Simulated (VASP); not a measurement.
Input of a VASP 6.6.1 run:

The input INCAR:

```
PREC = Accurate
ENCUT = 600
EDIFF = 1E-7
ISMEAR = 0
SIGMA = 0.1
LREAL = F
LASPH = T
NELM = 150
ALGO = Normal
ISIF = 3
LWAVE = F
LCHARG = F
LMAXMIX = 4
LDAU = T
LDAUTYPE = 2
LDAUL = 2 -1 -1
LDAUU = 5 0 0
LDAUJ = 0 0 0
LDAUPRINT = 1
GGA = PE
IBRION = 2
NSW = 100
EDIFFG = -0.1
```

File KPOINTS:

```
Automatic mesh
0
Gamma
  16 16 10
```

File POSCAR:

```
ScTiN2
1.0
    3.0846284418      0.0000000000      0.0000000000
    0.0000000000      3.0846284418      0.0000000000
    0.0000000000      0.0000000000      4.3865761560
Sc Ti N
1 1 2
Direct
    0.5000000000      0.5000000000      0.5000000000
    0.0000000000      0.0000000000      0.0000000000
    0.0000000000      0.0000000000      0.5000000000
    0.5000000000      0.5000000000      0.0000000000
```

Potentials or basis: VASP PAW PBE potentials, release 64 (Sc_sv, Ti_sv, N).

Launch:

```console
$ cat potpaw_PBE.64/Sc_sv/POTCAR potpaw_PBE.64/Ti_sv/POTCAR potpaw_PBE.64/N/POTCAR > POTCAR
$ mpirun -np 1 vasp_std > vasp.out
```

Predict the relaxed cell.

a = 3.141 Å, b = 3.141 Å, c = 4.444 Å, α = 90.00°, β = 90.00°, γ = 90.00°.

Estimate the relaxed volume.

10.96 Å³/atom.

What does it give for the band gap on the k mesh?

Zero (an odd number of electrons rules out a gap without spin polarisation).

Stress tensor (GPa, compression positive):
```
 0.23  0.00  0.00
 0.00  0.23  0.00
 0.00  0.00 -1.17
```

Caveat: U without spin polarisation on a metal has little footing.
